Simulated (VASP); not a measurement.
# Ti7Mo (R-3m) in VASP: a series of runs

The runs below take Ti7Mo through single point, with PBEsol.

All numbers are computed with VASP 6.6.1; they aren't measurements. Logs are shortened: lines on timing, memory, paths and dates and some standing lists are left out, and cuts for length are marked.

### Step 1. The cell of the first run

It takes space group R-3m (No. 166, trigonal). The conventional cell has a = 8.983 Å, b = 8.983 Å, c = 11.228 Å, α = 90.00°, β = 90.00°, γ = 120.00°. Within 3.5 Å of Mo (site symmetry 3m) lie 13 Ti at 2.63 to 3.25 Å and 1 Mo at 2.78 Å. Ti (site symmetry m) has 3 Mo at 2.63 to 3.25 Å and 11 Ti at 2.66 to 3.35 Å within 3.5 Å. Within 3.5 Å of Ti (site symmetry m) lie 1 Mo at 2.65 Å and 13 Ti at 2.75 to 3.35 Å. Within 3.6 Å of Ti (site symmetry 3m) lie 1 Mo at 2.76 Å and 13 Ti at 2.86 to 3.29 Å.

### Step 2. Single point, PBEsol

Contents of INCAR:

```
SYSTEM = Ti7Mo
PREC = Accurate ; ENCUT = 500
EDIFF = 1E-6 ; ISMEAR = 0
SIGMA = 0.1 ; LREAL = .FALSE.
LASPH = .TRUE. ; NELM = 120
ALGO = Normal ; ISIF = 2
LWAVE = .FALSE. ; LCHARG = .FALSE.
GGA = PS ; NBANDS = 112
GGA_COMPAT = .FALSE.
```

Contents of KPOINTS:

```
Automatic mesh
0
G
  4 4 4
  0 0 0
```

Contents of POSCAR:

```
Ti7Mo
1.0
    6.3951438012      0.0435521557      0.0435521557
    0.0435521557      6.3951438012      0.0435521557
    0.0435521557      0.0435521557      6.3951438012
Mo Ti
2 14
Direct
    0.0010445124      0.0010445124      0.0010445124
    0.2489554876      0.2489554876      0.2489554876
    0.4934929012      0.0135152726      0.0135152726
    0.0135152726      0.4934929012      0.0135152726
    0.0135152726      0.0135152726      0.4934929012
    0.4891349258      0.4891349258      0.0095727733
    0.4891349258      0.0095727733      0.4891349258
    0.7565070988      0.2364847274      0.2364847274
    0.0095727733      0.4891349258      0.4891349258
    0.2364847274      0.7565070988      0.2364847274
    0.2364847274      0.2364847274      0.7565070988
    0.4949288252      0.4949288252      0.4949288252
    0.7608650742      0.7608650742      0.2404272267
    0.7608650742      0.2404272267      0.7608650742
    0.2404272267      0.7608650742      0.7608650742
    0.7550711748      0.7550711748      0.7550711748
```

Potentials or basis: VASP PAW PBE potentials, release 64 (Mo_sv, Ti_sv).

The run is started by

```bash
cat potpaw_PBE.64/Mo_sv/POTCAR potpaw_PBE.64/Ti_sv/POTCAR > POTCAR
mpirun -np 1 vasp_std > vasp.out
```

OUTCAR:

```text
SYSTEM = Ti7Mo
   PREC = Accurate
   ENCUT = 500
   EDIFF = 1E-6
   ISMEAR = 0
   LREAL = .FALSE.
   LASPH = .TRUE.
   NELM = 120
   ISIF = 2
   GGA = PS

 ion  position               nearest neighbor table
   1  0.001  0.001  0.001-   8 2.63  10 2.63  11 2.63  13 2.65  14 2.65  15 2.65  16 2.76   2 2.78
                             4 3.15   3 3.15   5 3.15
   2  0.249  0.249  0.249-   3 2.63   4 2.63   5 2.63   6 2.65   7 2.65   9 2.65  12 2.76   1 2.78
                            10 3.15   8 3.15  11 3.15
   3  0.493  0.014  0.014-   2 2.63   8 2.66  10 2.72  11 2.72  13 2.75  14 2.75  15 2.84  16 2.86
                             1 3.15
   4  0.014  0.493  0.014-   2 2.63  10 2.66   8 2.72  11 2.72  13 2.75  15 2.75  14 2.84  16 2.86
                             1 3.15
   5  0.014  0.014  0.493-   2 2.63  11 2.66  10 2.72   8 2.72  14 2.75  15 2.75  13 2.84  16 2.86
                             1 3.15
   6  0.489  0.489  0.010-   2 2.65   8 2.75  10 2.75  14 2.83  15 2.83  11 2.84  16 2.89  13 2.91
[... 15 lines left out ...]
  14  0.761  0.240  0.761-   1 2.65   3 2.75   5 2.75   6 2.83   9 2.83   4 2.84  12 2.89   7 2.91

  15  0.240  0.761  0.761-   1 2.65   4 2.75   5 2.75   6 2.83   7 2.83   3 2.84  12 2.89   9 2.91

  16  0.755  0.755  0.755-   1 2.76   3 2.86   4 2.86   5 2.86   6 2.89   7 2.89   9 2.89  12 2.92

  LATTYP: Found a trigonal (rhomboedric) cell.
 ALAT       =     6.3954403929
 COS(alpha) =     0.0136654947

  Lattice vectors:

 A1 = (   6.3951438012,   0.0435521557,   0.0435521557)
 A2 = (   0.0435521557,   6.3951438012,   0.0435521557)
 A3 = (   0.0435521557,   0.0435521557,   6.3951438012)

Analysis of symmetry for initial positions (statically):
=====================================================================
 Subroutine PRICEL returns:
 Original cell was already a primitive cell.

 Routine SETGRP: Setting up the symmetry group for a
 trigonal (rhombohedral) supercell.

 Subroutine GETGRP returns: Found 12 space group operations
 (whereof  6 operations were pure point group operations)
 out of a pool of 12 trial point group operations.

The static configuration has the point symmetry C_3v.
 The point group associated with its full space group is D_3d.

Analysis of symmetry for dynamics (positions and initial velocities):
=====================================================================
 Subroutine PRICEL returns:
 Original cell was already a primitive cell.

 Routine SETGRP: Setting up the symmetry group for a
 trigonal (rhombohedral) supercell.

 Subroutine GETGRP returns: Found 12 space group operations
 (whereof  6 operations were pure point group operations)
 out of a pool of 12 trial point group operations.

The dynamic configuration has the point symmetry C_3v.
 The point group associated with its full space group is D_3d.

 Subroutine INISYM returns: Found 12 space group operations
 (whereof  6 operations are pure point group operations),
 and found     1 'primitive' translations

----------------------------------------------------------------------------------------

                                     Primitive cell

  volume of cell :     261.5115

  direct lattice vectors                    reciprocal lattice vectors
     6.395143801  0.043552156  0.043552156     0.156383057 -0.001057795 -0.001057795
     0.043552156  6.395143801  0.043552156    -0.001057795  0.156383057 -0.001057795
     0.043552156  0.043552156  6.395143801    -0.001057795 -0.001057795  0.156383057

  length of vectors
     6.395440393  6.395440393  6.395440393     0.156390212  0.156390212  0.156390212

  position of ions in fractional coordinates (direct lattice)
     0.001044512  0.001044512  0.001044512
     0.248955488  0.248955488  0.248955488
     0.493492901  0.013515273  0.013515273
     0.013515273  0.493492901  0.013515273
     0.013515273  0.013515273  0.493492901
     0.489134926  0.489134926  0.009572773
[... 8 lines left out ...]
     0.240427227  0.760865074  0.760865074
     0.755071175  0.755071175  0.755071175

  ion indices of the primitive-cell ions
   primitive index   ion index
                 1           1
                 2           2
                 3           3
                 4           4
                 5           5
                 6           6
[... 8 lines left out ...]
                15          15
                16          16

----------------------------------------------------------------------------------------

 KPOINTS: Automatic mesh

Automatic generation of k-mesh.
 Grid dimensions read from file:
 generate k-points for:    4    4    4

 Generating k-lattice:

  Cartesian coordinates                     Fractional coordinates (reciprocal lattice)
     0.039095764 -0.000264449 -0.000264449     0.250000000  0.000000000  0.000000000
    -0.000264449  0.039095764 -0.000264449     0.000000000  0.250000000  0.000000000
    -0.000264449 -0.000264449  0.039095764     0.000000000  0.000000000  0.250000000

  Length of vectors
     0.039097553  0.039097553  0.039097553

  Shift w.r.t. Gamma in fractional coordinates (k-lattice)
     0.000000000  0.000000000  0.000000000

 Subroutine IBZKPT returns following result:
 ===========================================

 Found     13 irreducible k-points:

 Following reciprocal coordinates:
            Coordinates               Weight
  0.000000  0.000000  0.000000      1.000000
  0.250000 -0.000000 -0.000000      6.000000
  0.500000 -0.000000 -0.000000      3.000000
  0.250000  0.250000  0.000000      6.000000
  0.500000  0.250000  0.000000     12.000000
 -0.250000  0.250000  0.000000      6.000000
  0.500000  0.500000  0.000000      3.000000
  0.250000  0.250000  0.250000      2.000000
  0.500000  0.250000  0.250000      6.000000
 -0.250000  0.250000  0.250000      6.000000
  0.500000  0.500000  0.250000      6.000000
 -0.250000  0.500000  0.250000      6.000000
  0.500000  0.500000  0.500000      1.000000
   k-points           NKPTS =     13   k-points in BZ     NKDIM =     13   number of bands    NBANDS=    112
   number of dos      NEDOS =    301   number of ions     NIONS =     16
   total plane-waves  NPLWV = 110592
   dimension x,y,z NGX =    48 NGY =   48 NGZ =   48
   dimension x,y,z NGXF=    96 NGYF=   96 NGZF=   96
   ions per type =               2  14
   NGX,Y,Z   is equivalent  to a cutoff of  12.48, 12.48, 12.48 a.u.
   NGXF,Y,Z  is equivalent  to a cutoff of  24.95, 24.95, 24.95 a.u.
 SYSTEM =  Ti7Mo
   PREC   = accura    normal or accurate (medium, high low for compatibility)
   ISTART =      0    job   : 0-new  1-cont  2-samecut
   ICHARG =      2    charge: 1-file 2-atom 10-const
   ISPIN  =      1    spin polarized calculation?
   LNONCOLLINEAR =      F non collinear calculations
   LSORBIT =      F    spin-orbit coupling
   LASPH  =      T    aspherical Exc in radial PAW
   ENCUT  =  500.0 eV  36.75 Ry    6.06 a.u.  11.66 11.66 11.66*2*pi/ulx,y,z
   NELM   =    120;   NELMIN=  2; NELMDL= -5     # of ELM steps
   EDIFF  = 0.1E-05   stopping-criterion for ELM
   LREAL  =      F    real-space projection
   EDIFFG = 0.1E-04   stopping-criterion for IOM
   NSW    =      0    number of steps for IOM
   IBRION =     -1    ionic relax: 0-MD 1-quasi-New 2-CG
   NFREE  =      0    steps in history (QN), initial steepest desc. (CG)
   ISIF   =      2    stress and relaxation
   ISYM   =      2    0-nonsym 1-usesym 2-fastsym
   POTIM  = 0.5000    time-step for ionic-motion
   TEBEG  =    0.0;   TEEND  =   0.0 temperature during run
   PSTRESS=    0.0 pullay stress
   NELECT =     196.0000    total number of electrons
   NUPDOWN=      -1.0000    fix difference up-down
   EMIN   =  10.00;   EMAX   =-10.00  energy-range for DOS
   EFERMI =   0.00;   METHOD = LEGACY
   ISMEAR =     0;   SIGMA  =   0.10  broadening in eV -4-tet -1-fermi 0-gaus
   EFERMI_NEDOS =   21; number of points for ismear=-14 and -15
   IALGO  =     38    algorithm
   IMIX   =      4    mixing-type and parameters
     AMIX     =   0.40;   BMIX     =  1.00
     AMIX_MAG =   1.60;   BMIX_MAG =  1.00
  volume/ion in A,a.u.               =      16.34       110.30
  Fermi-wavevector in a.u.,A,eV,Ry     =   1.487065  2.810145 30.087407  2.211362
  Thomas-Fermi vector in A             =   2.600272
   LORBIT       =      0    0 simple, 1 ext, 2 COOP (PROOUT), +10 PAW based schemes
   GGA     = PS    functional components
   LHFCALC =     F    Hartree Fock is set to
   AEXX    =    0.0000 exact exchange contribution
   IVDW    =     0    specifies the selected vdW correction
   LEPSILON=     F    determine dielectric tensor
   LRPA    =     F    only Hartree local field effects (RPA)
 non-spin polarized calculation
 Gauss-broadening in eV      SIGMA  =   0.10
  energy-cutoff  :      500.00
  volume of cell :      261.51
 maximum number of plane-waves:      6691
 NGX is ok and might be reduce to    48
   NGX = 23   NGY = 23   NGZ = 23

 number of electron     196.0000020 magnetization

 Free energy of the ion-electron system (eV)
  ---------------------------------------------------
  ext. energy  EPLUGINS =         0.00000000
  ---------------------------------------------------
  free energy    TOTEN  =      -140.11520309 eV

  energy without entropy =     -139.98200251  energy(sigma->0) =     -140.04860280

 E-fermi :   8.9259     XC(G=0): -12.0794

 val. band max:        8.9159158377   @ k =   0.5000   0.5000   0.0000
 cond. band min:       8.9264906159   @ k =   0.5000   0.2500   0.0000
 fundamental gap:      0.0105747782
 Fermi energy:         8.9259060384

 k-point     1 :       0.0000    0.0000    0.0000
  band No.  band energies     occupation
      1     -50.9720      2.00000
      2     -50.9248      2.00000
      3     -47.4098      2.00000
      4     -47.3810      2.00000
      5     -47.2762      2.00000
      6     -47.2169      2.00000
[... 1458 lines left out ...]
    109       8.8950      1.33842
    110       9.1401      0.00246
 [bands above 110 left out]

------------------------ aborting loop because EDIFF is reached ----------------------------------------

  FORCE on cell =-STRESS in cart. coord.  units (eV):
  Direction    XX          YY          ZZ          XY          YZ          ZX
  --------------------------------------------------------------------------------------
  -------------------------------------------------------------------------------------
  Total       -0.3456028     -0.3456028     -0.3456028     -0.0801425     -0.0801425     -0.0801425
  in kB       -2.1173713     -2.1173713     -2.1173713     -0.4910011     -0.4910011     -0.4910011
  external PRESSURE =      -2.1173713 kB  Pullay stress =       0.0000000 kB

 VOLUME and BASIS-vectors are now :
 -----------------------------------------------------------------------------
  energy-cutoff  :      500.00
  volume of cell :      261.51
      direct lattice vectors                 reciprocal lattice vectors
     6.395143801  0.043552156  0.043552156     0.156383057 -0.001057795 -0.001057795
     0.043552156  6.395143801  0.043552156    -0.001057795  0.156383057 -0.001057795
     0.043552156  0.043552156  6.395143801    -0.001057795 -0.001057795  0.156383057

 POSITION                                       TOTAL-FORCE (eV/Angst)
 -----------------------------------------------------------------------------------
      0.00677      0.00677      0.00677        -0.030920     -0.030920     -0.030920
      1.61379      1.61379      1.61379         0.030920      0.030920      0.030920
      3.15714      0.10851      0.10851        -0.009881     -0.008375     -0.008375
      0.10851      3.15714      0.10851        -0.008375     -0.009881     -0.008375
      0.10851      0.10851      3.15714        -0.008375     -0.008375     -0.009881
      3.14981      3.14981      0.10383         0.003088      0.003088     -0.016388
[... 8 lines left out ...]
      1.60384      4.90945      4.90945         0.016388     -0.003088     -0.003088
      4.89456      4.89456      4.89456        -0.012110     -0.012110     -0.012110
 -----------------------------------------------------------------------------------
    total drift:                                0.000000      0.000000     -0.000000

  FREE ENERGIE OF THE ION-ELECTRON SYSTEM (eV)
  ---------------------------------------------------
  free  energy   TOTEN  =      -140.1152030947 eV

  energy  without entropy=     -139.9820025131  energy(sigma->0) =     -140.04860280
```

Run time: 14 min. Hardware: 1 thread of Oxide Virtual Turin-like, shared host; peak memory 0.42 GiB.

Results:

| Item | Value |
| --- | --- |
| Free energy | -140.1152 eV |
| Pressure | -0.2 GPa |
| Largest force | 0.054 eV/Å |
| Band gap on the k mesh | zero (bands 98 and 99 overlap by 0.92 eV) |

Forces on the atoms (eV/Å):
```
Mo  -0.031 -0.031 -0.031
Mo   0.031  0.031  0.031
Ti  -0.010 -0.008 -0.008
Ti  -0.008 -0.010 -0.008
Ti  -0.008 -0.008 -0.010
Ti   0.003  0.003 -0.016
Ti   0.003 -0.016  0.003
Ti   0.010  0.008  0.008
Ti  -0.016  0.003  0.003
Ti   0.008  0.010  0.008
Ti   0.008  0.008  0.010
Ti   0.012  0.012  0.012
Ti  -0.003 -0.003  0.016
Ti  -0.003  0.016 -0.003
Ti   0.016 -0.003 -0.003
Ti  -0.012 -0.012 -0.012
```

Levels at points of the mesh, in eV from the Fermi level:
| k point | band 93 | band 94 | band 95 | band 96 | band 97 | band 98 | band 99 | band 100 | band 101 | band 102 |
| --- | --- | --- | --- | --- | --- | --- | --- | --- | --- | --- |
| (0.00, 0.00, 0.00) | -0.32 | -0.21 | -0.21 | -0.16 | -0.03 | 0.68 | 0.68 | 0.96 | 0.96 | 0.99 |
| (0.50, 0.00, 0.00) | -0.15 | -0.12 | -0.02 | 0.05 | 0.10 | 0.11 | 0.13 | 0.18 | 0.20 | 0.20 |
| (0.50, 0.50, 0.00) | -0.62 | -0.59 | -0.30 | -0.28 | -0.22 | -0.13 | -0.11 | -0.01 | 0.07 | 0.08 |
| (0.50, 0.50, 0.50) | -0.71 | -0.71 | -0.60 | -0.60 | -0.56 | -0.27 | -0.23 | -0.22 | -0.22 | -0.20 |

Caveat: the PAW data sets were made with another functional, which shifts forces and pressure a little.

### Step 3. Single point, PBEsol

This run uses another cell than the first one, of 17.40 Å³/atom.

Contents of INCAR:

```
ALGO = Normal
EDIFF = 1E-6
ENCUT = 500
GGA = PS
GGA_COMPAT = F
ISIF = 2
ISMEAR = 0
LASPH = T
LCHARG = F
LREAL = F
LWAVE = F
NBANDS = 112
NELM = 120
PREC = Accurate
SIGMA = 0.1
```

Contents of KPOINTS:

```
k-points
0
Gamma
  4 4 4
```

Contents of POSCAR:

```
Ti7Mo
1.0
    6.5302075000      0.0000000000      0.0000000000
    0.0000000000      6.5302075000      0.0000000000
    0.0000000000      0.0000000000      6.5302075000
Mo Ti
2 14
Direct
    0.0000000000      0.0000000000      0.0000000000
    0.2500000000      0.2500000000      0.2500000000
    0.5000000000      0.0000000000      0.0000000000
    0.0000000000      0.5000000000      0.0000000000
    0.0000000000      0.0000000000      0.5000000000
    0.5000000000      0.5000000000      0.0000000000
    0.5000000000      0.0000000000      0.5000000000
    0.7500000000      0.2500000000      0.2500000000
    0.0000000000      0.5000000000      0.5000000000
    0.2500000000      0.7500000000      0.2500000000
    0.2500000000      0.2500000000      0.7500000000
    0.5000000000      0.5000000000      0.5000000000
    0.7500000000      0.7500000000      0.2500000000
    0.7500000000      0.2500000000      0.7500000000
    0.2500000000      0.7500000000      0.7500000000
    0.7500000000      0.7500000000      0.7500000000
```

Potentials or basis: VASP PAW PBE potentials, release 64 (Mo_sv, Ti_sv).

The run is started by

```bash
cat potpaw_PBE.64/Mo_sv/POTCAR potpaw_PBE.64/Ti_sv/POTCAR > POTCAR
mpirun -np 1 vasp_std > vasp.out
```

Run time: 13 min. Hardware: 1 thread of Oxide Virtual Turin-like, shared host; peak memory 0.46 GiB.

Results (log left out):

```
Free energy   : -138.9645 eV
Pressure      : -8.9 GPa
Largest force : 0.654 eV/Å
```

Forces on the atoms (eV/Å):
```
Mo   0.301  0.301  0.301
Mo  -0.301 -0.301 -0.301
Ti  -0.315  0.336  0.336
Ti   0.336 -0.315  0.336
Ti   0.336  0.336 -0.315
Ti  -0.383 -0.383  0.368
Ti  -0.383  0.368 -0.383
Ti   0.315 -0.336 -0.336
Ti   0.368 -0.383 -0.383
Ti  -0.336  0.315 -0.336
Ti  -0.336 -0.336  0.315
Ti  -0.341 -0.341 -0.341
Ti   0.383  0.383 -0.368
Ti   0.383 -0.368  0.383
Ti  -0.368  0.383  0.383
Ti   0.341  0.341  0.341
```

Stress tensor (GPa, compression positive):
```
-8.90  0.19  0.19
 0.19 -8.90  0.19
 0.19  0.19 -8.90
```

Levels at points of the mesh, in eV from the Fermi level:
```
           k point  band 93  band 94  band 95  band 96  band 97  band 98  band 99  band 100  band 101  band 102
(0.00, 0.00, 0.00)    -0.27    -0.22    -0.22     0.00     0.00     0.70     0.70      0.74      1.03      1.06
(0.50, 0.00, 0.00)    -0.06    -0.04    -0.03     0.00     0.02     0.04     0.10      0.10      0.16      0.16
(0.50, 0.50, 0.00)    -0.56    -0.55    -0.15    -0.13    -0.13    -0.07    -0.02     -0.01      0.02      0.07
(0.50, 0.50, 0.50)    -0.66    -0.44    -0.30    -0.30    -0.28    -0.28    -0.22     -0.19     -0.19     -0.19
```

Caveat: the highest band is partly filled, so the run has too few bands; the cell stands under tension; the PAW data sets were made with another functional, which shifts forces and pressure a little.
